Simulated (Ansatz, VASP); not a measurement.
# Cs5O3: VASP beside Ansatz

```
CELL_PARAMETERS angstrom
6.57461 0.00000 0.00000
0.00000 6.57461 0.00000
0.00000 0.00000 6.57461
ATOMIC_POSITIONS crystal
Cs 0.50000 0.00000 0.00000
Cs 0.00000 0.50000 0.00000
Cs 0.00000 0.00000 0.50000
Cs 0.50000 0.50000 0.50000
Cs 0.00000 0.00000 0.00000
O 0.00000 0.50000 0.50000
O 0.50000 0.00000 0.50000
O 0.50000 0.50000 0.00000
```

Alike in both runs: functional PBE; k mesh 4 × 4 × 4; occupations gaussian, width 0.1 eV; no spin polarisation.

Ansatz relaxed the structure, and its values are those at the end. VASP's run is a single point on that final structure, the one shown.

```csv
,VASP,Ansatz
version,VASP 6.6.1,Ansatz 0.2.0
potentials or method,"VASP PAW PBE potentials, release 64 (Cs_sv, O), cutoff 520 eV","scalar-relativistic, plane waves, PAW"
valence electrons in the cell,63,63
```

```tsv
	VASP	Ansatz	Ansatz less VASP
gap on the k mesh at the Fermi level (eV)	none	none	-
pressure (GPa)	0.1	0.0	-0.10
```

A gap of «none» marks a metal or a gap that the smearing closes.

Neither program's run includes spin-orbit coupling.
